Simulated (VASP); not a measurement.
Runs of VASP 6.6.1 on Pd. The structure is that of space group I4_1/amd (No. 141), or close to it. The cells are those of the table. 

```csv
task,cell,k mesh,cutoff (eV),gap on the mesh (eV),pressure (GPa),relaxed volume (Å³/atom)
single point,"a = 3.790 Å, angles 97.2, 97.2, 138.4°, 2 atoms",18 × 18 × 18,520,none,-0.3,-
relaxation of cell and atoms,"relaxed from a = 3.790 Å, angles 97.3, 97.3, 138.3°, 2 atoms",18 × 18 × 18,600,none,0.0,(a)
single point,"a = 3.665 Å, angles 97.4, 97.4, 137.8°, 2 atoms",8 × 8 × 8,520,none,(b),-
single point,"a = 3.790 Å, angles 97.3, 97.3, 138.3°, 2 atoms",8 × 8 × 8,520,none,-0.4,-
relaxation of cell and atoms,"relaxed from a = 3.665 Å, angles 97.4, 97.4, 137.8°, 2 atoms",8 × 8 × 8,600,none,0.1,16.84
```

Alike in all rows: level PBE; potentials or basis VASP PAW PBE potentials, release 64 (Pd); no spin polarisation; smearing gaussian 0.1 eV.

Q: Estimate the missing entries.

A: (a) 16.85; (b) 15.7.

A k mesh can miss the band edges, and the runs leave out spin-orbit coupling on Pd.

A gap of «none» marks levels without a gap at the run's occupations.
